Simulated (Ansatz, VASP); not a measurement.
# Tl2WF6: VASP beside Ansatz

```
CELL_PARAMETERS angstrom
0.00000 4.44433 4.44433
4.44433 0.00000 4.44433
4.44433 4.44433 0.00000
ATOMIC_POSITIONS crystal
Tl 0.25000 0.25000 0.25000
Tl 0.75000 0.75000 0.75000
W 0.00000 0.00000 0.00000
F 0.77678 0.22322 0.22322
F 0.22322 0.77678 0.77678
F 0.22322 0.77678 0.22322
F 0.77678 0.22322 0.77678
F 0.22322 0.22322 0.77678
F 0.77678 0.77678 0.22322
```

Change from the starting cell: ordered vacancies on the cation sites of perovskite (Fm-3m, No. 225).

Alike in both runs: functional PBE; k mesh 4 × 4 × 4; occupations gaussian, width 0.1 eV; collinear spin.

Ansatz relaxed the structure, and its values are those at the end. VASP's run is a single point on that final structure, the one shown.

|  | VASP | Ansatz |
| --- | --- | --- |
| version | VASP 6.6.1 | Ansatz 0.2.0 |
| potentials or method | VASP PAW PBE potentials, release 64 (Tl_d, W_sv, F), cutoff 520 eV | scalar-relativistic, plane waves, PAW |
| valence electrons in the cell | 82 | 82 |

|  | VASP | Ansatz | Ansatz less VASP |
| --- | --- | --- | --- |
| gap on the k mesh at the Fermi level (eV) | none | none | - |
| pressure (GPa) | 0.8 | 0.3 | -0.48 |
| rms of the force components (eV/Å) | 0.096 | 0.004 | -0.0920 |
| net moment per atom (μB) | 0.22 | 0.22 | 0.000 |
| size of the moment on the site where the two differ most (μB) | 1.57 | 0.91 | -0.665 |

Site moments also hang on the region over which each program counts them. A gap of «none» marks a metal or a gap that the smearing closes. Ansatz's warnings: no starting moments.

Spin-orbit coupling is off throughout.
